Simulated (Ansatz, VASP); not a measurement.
One calculation of ZrSe2, two programs

```
Se Zr
1.0
     3.75453    0.00000    0.00000
    -1.87727    3.25152    0.00000
     0.00000    0.00000   30.12000
Se Zr
2 1
Direct
  0.33333 0.66667 0.23194
  0.66667 0.33333 0.33778
  0.00000 0.00000 0.28486
```

Alike in both runs: functional PBE; dispersion D3(BJ); k mesh 12 × 12 × 1; occupations gaussian, width 0.03 eV; no spin polarisation.

Ansatz relaxed the structure, and its values are those at the end. VASP's run is a single point on that final structure, the one shown.

|  | VASP | Ansatz |
| --- | --- | --- |
| version | VASP 6.6.1 | Ansatz 0.2.0 |
| potentials or method | VASP PAW PBE potentials, release 64 (Se, Zr_sv), cutoff 400 eV | scalar-relativistic, plane waves, PAW |
| valence electrons in the cell | 24 | 44 |

```csv
,VASP,Ansatz,Ansatz less VASP
gap on the k mesh at the Fermi level (eV),0.38,0.38,+0.001
least direct gap on the mesh (eV),1.10,1.10,+0.002
rms of the force components (eV/Å),0.009,0.000,-0.0088
```

VASP's potentials hold 24 valence electrons a cell and Ansatz's 44, so a difference there can come from the potentials and not from the codes. Ansatz's warnings: slab cell height set, structure snapped to symmetry.
